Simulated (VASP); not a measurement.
# AgCl: single point with PBEsol

AgCl:

```
CELL_PARAMETERS angstrom
6.86795 0.00000 0.00000
0.00000 6.86795 0.00000
0.00000 0.00000 3.43397
ATOMIC_POSITIONS crystal
Ag 0.00444 0.99938 0.99876
Ag 0.99658 0.50181 0.00594
Ag 0.50053 0.00059 0.00326
Ag 0.49867 0.49962 0.99909
Cl 0.25111 0.25119 0.50086
Cl 0.25114 0.74523 0.48704
Cl 0.75104 0.25157 0.49512
Cl 0.74602 0.74775 0.49551
```

| Quantity | Value |
| --- | --- |
| Program | VASP 6.6.1 |
| Task | single point |
| Functional | PBEsol |
| Potentials or basis | VASP PAW PBE potentials, release 64 (Ag, Cl) |
| Cutoff | 400 eV |
| k mesh | 1 × 1 × 2 |
| Occupations | gaussian, width 0.01 eV |
| Spin | no spin polarisation |

```yaml
Pressure: 2.6 GPa
Largest_force: 0.375 eV/Å
Band_gap_on_the_k_mesh: 0.15 eV
```

Forces in eV/Å, atoms in the order of the input:
```
Ag   0.027  0.014  0.012
Ag  -0.028  0.014  0.056
Ag   0.002  0.020  0.047
Ag   0.013  0.001  0.009
Cl   0.063 -0.193  0.210
Cl  -0.181  0.046 -0.325
Cl   0.141 -0.044  0.008
Cl  -0.036  0.141 -0.017
```

Levels at points of the mesh, in eV from the valence-band top:
```csv
k point,band 33,band 34,band 35,band 36,band 37,band 38,band 39,band 40
"(0.00, 0.00, 0.00)",-0.01,0.00,0.00,0.00,0.15,2.30,4.48,4.48
"(0.00, 0.00, 0.50)",-0.34,-0.34,0.00,0.00,2.30,2.30,4.32,4.32
```

Wall time 7.5 s on 1 thread of Intel(R) Xeon(R) 6975P-C (Granite Rapids), with other jobs on the host, peak memory 0.21 GiB.

Caveat: the k points lie up to 0.91 Å⁻¹ apart, too coarse for converged energies, forces and pressures; semilocal functionals underestimate gaps, and a narrow one can read as zero; the PAW data sets were made with another functional, which shifts forces and pressure a little.
